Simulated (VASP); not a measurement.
# CuSi16 (a cell with a defect) in VASP: single point with PBE

Aim: the single point of CuSi16 (a cell with a defect) with PBE.

Program: VASP 6.6.1. These are calculated values, not measurements. Logs are shortened: lines on timing, memory, paths and dates and some standing lists are left out, and cuts for length are marked.

### 1 The cell of the first run

The cell holds a defect, 17 atoms: a = 7.679 Å, b = 7.679 Å, c = 7.679 Å, α = 60.00°, β = 60.00°, γ = 60.00°.

### 2 Single point, PBE

The input, INCAR:

```
SYSTEM = CuSi16
PREC     = Accurate       ! precision mode
ENCUT    = 520            ! plane-wave cutoff, eV
EDIFF    = 1E-7           ! SCF threshold, eV
ISMEAR   = -1             ! smearing method
SIGMA    = 0.02           ! smearing width, eV
LREAL    = Auto         
LASPH    = .True.         ! aspherical terms in the spheres
NELM     = 100            ! most SCF steps
ALGO     = Normal         ! electronic algorithm
ISIF     = 2              ! what is computed and relaxed
LWAVE    = .False.        ! write WAVECAR
LCHARG   = .True.         ! write CHGCAR
GGA      = PE             ! functional
LELF     = .True.         ! ELF
LVHAR    = .True.       
NELECT   = 74.0         
NBANDS   = 52             ! bands
```

The input, KPOINTS:

```
Automatic mesh
0
Gamma
  2 2 2
  0 0 0
```

The input, POSCAR:

```
CuSi16
1.0
    0.0000000000      5.4300000000      5.4300000000
    5.4300000000      0.0000000000      5.4300000000
    5.4300000000      5.4300000000      0.0000000000
Si Cu
16 1
Direct
    0.0069382136      0.0105238490     -0.0183908840
    0.1240947514      0.1462104052      0.1129884899
    0.0068760589      0.0065709024      0.5049141805
    0.1664006446      0.1094720994      0.6106761510
   -0.0352619705      0.5167435543      0.0155089319
    0.1268756906      0.6190885820      0.1195797422
    0.0076654696      0.4804150092      0.5101860958
    0.1243069982      0.6129736648      0.6452176796
    0.4950594843      0.0097316759      0.0002117864
    0.6359204420      0.1235712707      0.1171650092
    0.5382501842     -0.0109080110      0.4900448435
    0.6358223757      0.1271531308      0.6267479742
    0.4984103131      0.4966821363     -0.0030611418
    0.5925830571      0.6361467772      0.1356167587
    0.4950554328      0.5003134438      0.5094933702
    0.6365711786      0.6164081952      0.6235271639
    0.0666052486      0.8132634438      0.3135752302
```

Potentials or basis: VASP PAW PBE potentials, release 64 (Si, Cu).

Command:

```bash
> cat potpaw_PBE.64/Si/POTCAR potpaw_PBE.64/Cu/POTCAR > POTCAR
> mpirun -np 1 vasp_std > vasp.out
```

OUTCAR:

```text
SYSTEM = CuSi16
   PREC = Accurate
   ENCUT = 520
   EDIFF = 1E-7
   ISMEAR = -1
   LREAL = Auto
   LASPH = .True.
   NELM = 100
   ISIF = 2
   GGA = PE
   NELECT = 74.0

 ion  position               nearest neighbor table
   1  0.007  0.011  0.982-  10 2.33   4 2.34  17 2.37   2 2.41   6 2.46
   2  0.124  0.146  0.113-   9 2.33   5 2.34  17 2.37   1 2.41   3 2.46
   3  0.007  0.007  0.505-   4 2.32  17 2.32  12 2.33   2 2.46   8 2.47
   4  0.166  0.109  0.611-   3 2.32  11 2.33   7 2.34   1 2.34
   5  0.965  0.517  0.016-   6 2.33  14 2.33   8 2.34   2 2.34
   6  0.127  0.619  0.120-   5 2.33  13 2.33  17 2.34   7 2.45   1 2.46
   7  0.008  0.480  0.510-  16 2.33   4 2.34  17 2.37   8 2.41   6 2.45
   8  0.124  0.613  0.645-  15 2.33   5 2.34  17 2.36   7 2.41   3 2.47
   9  0.495  0.010  0.000-   2 2.33  10 2.33  12 2.34  14 2.35
  10  0.636  0.124  0.117-   1 2.33   9 2.33  13 2.34  11 2.34
  11  0.538  0.989  0.490-   4 2.33  12 2.34  16 2.34  10 2.34
  12  0.636  0.127  0.627-   3 2.33  11 2.34  15 2.34   9 2.34
  13  0.498  0.497  0.997-   6 2.33  10 2.34  14 2.34  16 2.34
  14  0.593  0.636  0.136-   5 2.33  13 2.34   9 2.35  15 2.35
  15  0.495  0.500  0.509-   8 2.33  16 2.33  12 2.34  14 2.35
  16  0.637  0.616  0.624-   7 2.33  15 2.33  13 2.34  11 2.34
  17  0.067  0.813  0.314-   3 2.32   6 2.34   8 2.36   2 2.37   1 2.37   7 2.37

  LATTYP: Found a face centered cubic cell.
 ALAT       =    10.8600000000

  Lattice vectors:

 A1 = (   0.0000000000,   5.4300000000,   5.4300000000)
 A2 = (   5.4300000000,   0.0000000000,   5.4300000000)
 A3 = (   5.4300000000,   5.4300000000,   0.0000000000)

Analysis of symmetry for initial positions (statically):
=====================================================================
 Subroutine PRICEL returns:
 Original cell was already a primitive cell.

 Routine SETGRP: Setting up the symmetry group for a
 face centered cubic supercell.

 Subroutine GETGRP returns: Found  1 space group operations
 (whereof  1 operations were pure point group operations)
 out of a pool of 48 trial point group operations.

The static configuration has the point symmetry C_1 .

Analysis of symmetry for dynamics (positions and initial velocities):
=====================================================================
 Subroutine PRICEL returns:
 Original cell was already a primitive cell.

 Routine SETGRP: Setting up the symmetry group for a
 face centered cubic supercell.

 Subroutine GETGRP returns: Found  1 space group operations
 (whereof  1 operations were pure point group operations)
 out of a pool of 48 trial point group operations.

The dynamic configuration has the point symmetry C_1 .

 Subroutine INISYM returns: Found  1 space group operations
 (whereof  1 operations are pure point group operations),
 and found     1 'primitive' translations

----------------------------------------------------------------------------------------

                                     Primitive cell

  volume of cell :     320.2060

  direct lattice vectors                    reciprocal lattice vectors
     0.000000000  5.430000000  5.430000000    -0.092081031  0.092081031  0.092081031
     5.430000000  0.000000000  5.430000000     0.092081031 -0.092081031  0.092081031
     5.430000000  5.430000000  0.000000000     0.092081031  0.092081031 -0.092081031

  length of vectors
     7.679179644  7.679179644  7.679179644     0.159489025  0.159489025  0.159489025

  position of ions in fractional coordinates (direct lattice)
     0.006938214  0.010523849  0.981609116
     0.124094751  0.146210405  0.112988490
     0.006876059  0.006570902  0.504914181
     0.166400645  0.109472099  0.610676151
     0.964738029  0.516743554  0.015508932
     0.126875691  0.619088582  0.119579742
[... 9 lines left out ...]
     0.636571179  0.616408195  0.623527164
     0.066605249  0.813263444  0.313575230

  ion indices of the primitive-cell ions
   primitive index   ion index
                 1           1
                 2           2
                 3           3
                 4           4
                 5           5
                 6           6
[... 9 lines left out ...]
                16          16
                17          17

----------------------------------------------------------------------------------------

 KPOINTS: Automatic mesh

Automatic generation of k-mesh.
 Grid dimensions read from file:
 generate k-points for:    2    2    2

 Generating k-lattice:

  Cartesian coordinates                     Fractional coordinates (reciprocal lattice)
    -0.046040516  0.046040516  0.046040516     0.500000000  0.000000000  0.000000000
     0.046040516 -0.046040516  0.046040516     0.000000000  0.500000000  0.000000000
     0.046040516  0.046040516 -0.046040516     0.000000000  0.000000000  0.500000000

  Length of vectors
     0.079744512  0.079744512  0.079744512

  Shift w.r.t. Gamma in fractional coordinates (k-lattice)
     0.000000000  0.000000000  0.000000000

 Subroutine IBZKPT returns following result:
 ===========================================

 Found      8 irreducible k-points:

 Following reciprocal coordinates:
            Coordinates               Weight
  0.000000  0.000000  0.000000      1.000000
  0.500000  0.000000  0.000000      1.000000
  0.000000  0.500000  0.000000      1.000000
  0.000000  0.000000  0.500000      1.000000
  0.500000  0.500000  0.500000      1.000000
  0.500000  0.500000  0.000000      1.000000
  0.000000  0.500000  0.500000      1.000000
  0.500000  0.000000  0.500000      1.000000
   k-points           NKPTS =      8   k-points in BZ     NKDIM =      8   number of bands    NBANDS=     52
   number of dos      NEDOS =    301   number of ions     NIONS =     17
   total plane-waves  NPLWV = 216000
   dimension x,y,z NGX =    60 NGY =   60 NGZ =   60
   dimension x,y,z NGXF=   120 NGYF=  120 NGZF=  120
   ions per type =              16   1
   NGX,Y,Z   is equivalent  to a cutoff of  12.99, 12.99, 12.99 a.u.
   NGXF,Y,Z  is equivalent  to a cutoff of  25.98, 25.98, 25.98 a.u.
 SYSTEM =  CuSi16
   PREC   = accura    normal or accurate (medium, high low for compatibility)
   ISTART =      0    job   : 0-new  1-cont  2-samecut
   ICHARG =      2    charge: 1-file 2-atom 10-const
   ISPIN  =      1    spin polarized calculation?
   LNONCOLLINEAR =      F non collinear calculations
   LSORBIT =      F    spin-orbit coupling
   LASPH  =      T    aspherical Exc in radial PAW
   ENCUT  =  520.0 eV  38.22 Ry    6.18 a.u.  14.28 14.28 14.28*2*pi/ulx,y,z
   NELM   =    100;   NELMIN=  2; NELMDL= -5     # of ELM steps
   EDIFF  = 0.1E-06   stopping-criterion for ELM
   LREAL  =      T    real-space projection
   EDIFFG = 0.1E-05   stopping-criterion for IOM
   NSW    =      0    number of steps for IOM
   IBRION =     -1    ionic relax: 0-MD 1-quasi-New 2-CG
   NFREE  =      0    steps in history (QN), initial steepest desc. (CG)
   ISIF   =      2    stress and relaxation
   ISYM   =      2    0-nonsym 1-usesym 2-fastsym
   POTIM  = 0.5000    time-step for ionic-motion
   TEBEG  =    0.0;   TEEND  =   0.0 temperature during run
   PSTRESS=    0.0 pullay stress
   NELECT =      74.0000    total number of electrons
   NUPDOWN=      -1.0000    fix difference up-down
   EMIN   =  10.00;   EMAX   =-10.00  energy-range for DOS
   EFERMI =   0.00;   METHOD = LEGACY
   ISMEAR =    -1;   SIGMA  =   0.02  broadening in eV -4-tet -1-fermi 0-gaus
   EFERMI_NEDOS =   21; number of points for ismear=-14 and -15
   IALGO  =     38    algorithm
   IMIX   =      4    mixing-type and parameters
     AMIX     =   0.40;   BMIX     =  1.00
     AMIX_MAG =   1.60;   BMIX_MAG =  1.00
  volume/ion in A,a.u.               =      18.84       127.11
  Fermi-wavevector in a.u.,A,eV,Ry     =   1.004636  1.898488 13.732283  1.009294
  Thomas-Fermi vector in A             =   2.137265
   LORBIT       =      0    0 simple, 1 ext, 2 COOP (PROOUT), +10 PAW based schemes
   GGA     = PE    functional components
   LHFCALC =     F    Hartree Fock is set to
   AEXX    =    0.0000 exact exchange contribution
   IVDW    =     0    specifies the selected vdW correction
   LEPSILON=     F    determine dielectric tensor
   LRPA    =     F    only Hartree local field effects (RPA)
 non-spin polarized calculation
  energy-cutoff  :      520.00
  volume of cell :      320.21
 maximum number of plane-waves:      8646
 NGX is ok and might be reduce to    60
   NGX = 29   NGY = 29   NGZ = 29

 number of electron      74.0000001 magnetization

 Free energy of the ion-electron system (eV)
  ---------------------------------------------------
  ext. energy  EPLUGINS =         0.00000000
  ---------------------------------------------------
  free energy    TOTEN  =       -94.16891561 eV

  energy without entropy =      -94.16772575  energy(sigma->0) =      -94.16832068

 E-fermi :   6.3998     XC(G=0):  -9.6165

 val. band max:        6.3126425033   @ k =   0.0000   0.0000   0.0000
 cond. band min:       6.4766173224   @ k =   0.0000   0.0000   0.0000
 fundamental gap:      0.1639748190
 Fermi energy:         6.3998313606

 k-point     1 :       0.0000    0.0000    0.0000
  band No.  band energies     occupation
      1      -5.9001      2.00000
      2      -3.5532      2.00000
      3      -3.5157      2.00000
      4      -3.4866      2.00000
      5      -3.4718      2.00000
      6      -1.9450      2.00000
[... 41 lines left out ...]
     48       8.4141      0.00000
     49       8.4990      0.00000

 k-point     2 :       0.5000    0.0000    0.0000
  band No.  band energies     occupation
      1      -5.2797      2.00000
      2      -4.8905      2.00000
      3      -3.2200      2.00000
      4      -3.1763      2.00000
      5      -3.1660      2.00000
      6      -3.1186      2.00000
[... 41 lines left out ...]
     48       9.6878      0.00000
     49       9.8515      0.00000

 k-point     3 :       0.0000    0.5000    0.0000
  band No.  band energies     occupation
      1      -5.1760      2.00000
      2      -5.0035      2.00000
      3      -3.3259      2.00000
      4      -3.2147      2.00000
      5      -3.1099      2.00000
      6      -3.0957      2.00000
[... 41 lines left out ...]
     48       9.8338      0.00000
     49       9.9125      0.00000

 k-point     4 :       0.0000    0.0000    0.5000
  band No.  band energies     occupation
      1      -5.1787      2.00000
      2      -5.0001      2.00000
      3      -3.3238      2.00000
      4      -3.2220      2.00000
      5      -3.1078      2.00000
      6      -3.0991      2.00000
[... 41 lines left out ...]
     48       9.8340      0.00000
     49       9.9150      0.00000

 k-point     5 :       0.5000    0.5000    0.5000
  band No.  band energies     occupation
      1      -5.1842      2.00000
      2      -4.9874      2.00000
      3      -3.3215      2.00000
      4      -3.2449      2.00000
      5      -3.1149      2.00000
      6      -3.1045      2.00000
[... 41 lines left out ...]
     48       9.8554      0.00000
     49       9.9261      0.00000

 k-point     6 :       0.5000    0.5000    0.0000
  band No.  band energies     occupation
      1      -4.9322      2.00000
      2      -4.7199      2.00000
      3      -3.9168      2.00000
      4      -3.7725      2.00000
      5      -3.7526      2.00000
      6      -3.7318      2.00000
[... 41 lines left out ...]
     48      10.4207      0.00000
     49      10.4576      0.00000

 k-point     7 :       0.0000    0.5000    0.5000
  band No.  band energies     occupation
      1      -4.9443      2.00000
      2      -4.7035      2.00000
      3      -3.9121      2.00000
      4      -3.7822      2.00000
      5      -3.7502      2.00000
      6      -3.7364      2.00000
[... 41 lines left out ...]
     48      10.4076      0.00000
     49      10.4673      0.00000

 k-point     8 :       0.5000    0.0000    0.5000
  band No.  band energies     occupation
      1      -4.9341      2.00000
      2      -4.7173      2.00000
      3      -3.9167      2.00000
      4      -3.7742      2.00000
      5      -3.7498      2.00000
      6      -3.7342      2.00000
[... 41 lines left out ...]
     48      10.4283      0.00000
     49      10.4521      0.00000
 [bands above 49 left out]

------------------------ aborting loop because EDIFF is reached ----------------------------------------

  FORCE on cell =-STRESS in cart. coord.  units (eV):
  Direction    XX          YY          ZZ          XY          YZ          ZX
  --------------------------------------------------------------------------------------
  -------------------------------------------------------------------------------------
  Total       -0.7566795     -1.1303583     -1.1839816     -0.1078884      1.1919598     -0.0802153
  in kB       -3.7861086     -5.6558415     -5.9241499     -0.5398287      5.9640698     -0.4013641
  external PRESSURE =      -5.1220333 kB  Pullay stress =       0.0000000 kB

 VOLUME and BASIS-vectors are now :
 -----------------------------------------------------------------------------
  energy-cutoff  :      520.00
  volume of cell :      320.21
      direct lattice vectors                 reciprocal lattice vectors
     0.000000000  5.430000000  5.430000000    -0.092081031  0.092081031  0.092081031
     5.430000000  0.000000000  5.430000000     0.092081031 -0.092081031  0.092081031
     5.430000000  5.430000000  0.000000000     0.092081031  0.092081031 -0.092081031

 POSITION                                       TOTAL-FORCE (eV/Angst)
 -----------------------------------------------------------------------------------
      5.38728      5.36781      0.09482         0.001490     -0.005488      0.031427
      1.40745      1.28736      1.46776         0.003271      0.006503     -0.007228
      2.77736      2.77902      0.07302        -0.000249      0.026812     -0.011592
      3.91040      4.21953      1.49799         0.017696      0.003469     -0.002717
      2.89013      5.32274      8.04445         0.006288      0.005505     -0.002544
      4.01097      1.33825      4.05059        -0.011368     -0.018166     -0.004763
[... 9 lines left out ...]
      6.73285      6.84233      6.80368        -0.016500      0.010982     -0.035138
      6.11873      2.06438      4.77769        -0.064769     -0.041318     -0.028285
 -----------------------------------------------------------------------------------
    total drift:                               -0.000431      0.002729      0.001581

  FREE ENERGIE OF THE ION-ELECTRON SYSTEM (eV)
  ---------------------------------------------------
  free  energy   TOTEN  =       -94.1689156148 eV

  energy  without entropy=      -94.1677257532  energy(sigma->0) =      -94.16832068
```

Run time: 7.3 min. Hardware: 1 thread of Intel Xeon Platinum 8259CL at 2.50GHz (Skylake/Cascade Lake), shared host; peak memory 0.49 GiB.

What came out:

- Free energy: -94.1689 eV
- Largest force: 0.082 eV/Å

Forces on the atoms (eV/Å):
```
Si   0.001 -0.005  0.031
Si   0.003  0.007 -0.007
Si   0.000  0.027 -0.012
Si   0.018  0.003 -0.003
Si   0.006  0.006 -0.003
Si  -0.011 -0.018 -0.005
Si   0.021  0.030 -0.003
Si   0.027 -0.013  0.015
Si  -0.016  0.016  0.004
Si  -0.020 -0.019 -0.001
Si   0.006  0.000  0.020
Si   0.041 -0.003 -0.019
Si   0.013 -0.005  0.011
Si   0.013  0.011 -0.003
Si  -0.022 -0.005  0.036
Si  -0.017  0.011 -0.035
Cu  -0.065 -0.041 -0.028
```

Caveat: the k points lie up to 0.50 Å⁻¹ apart; the cell carries a net charge on a neutralising background, which shifts energy and pressure; the cell is charged against a uniform background, so pressure and absolute levels hang on convention.
